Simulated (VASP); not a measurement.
A run of VASP 6.6.1:

File INCAR:

```
  PREC = Accurate
  ENCUT = 520
  EDIFF = 1E-6
  ISMEAR = 0
  SIGMA = 0.15
  LREAL = F
  LASPH = T
  NELM = 150
  ALGO = Normal
  ISIF = 2
  LWAVE = F
  LCHARG = F
  ISPIN = 2
  MAGMOM = 0.875 0
  LORBIT = 11
  NUPDOWN = 0.875
  LMAXMIX = 4
  GGA = PS
  NBANDS = 18
```

KPOINTS

```
Automatic mesh
0
Gamma
  21 21 12
```

File POSCAR:

```
TiAl
1.0
    2.8850104496      0.0000000000      0.0000000000
   -1.4425052248      2.4984923395      0.0000000000
    0.0000000000      0.0000000000      4.6799630897
Ti Al
1 1
Direct
    0.0000000000      0.0000000000      0.0000000000
    0.3333333333      0.6666666667      0.5000000000
```

Potentials or basis: VASP PAW PBE potentials, release 64 (Ti_sv, Al).

Command:

```sh
$ cat potpaw_PBE.64/Ti_sv/POTCAR potpaw_PBE.64/Al/POTCAR > POTCAR
$ mpirun -np 1 vasp_std > vasp.out
```

Hardware: 1 thread of Intel(R) Xeon(R) Platinum 8259CL CPU @ 2.50GHz (Skylake/Cascade Lake), on a shared host.

**Question.** Estimate the wall time of this run.

**Answer.** It took 6.4 min on 1 thread of Intel(R) Xeon(R) Platinum 8259CL CPU @ 2.50GHz (Skylake/Cascade Lake), on a shared host, peak memory 0.41 GiB. Counts: scf iterations 15, k points 336.
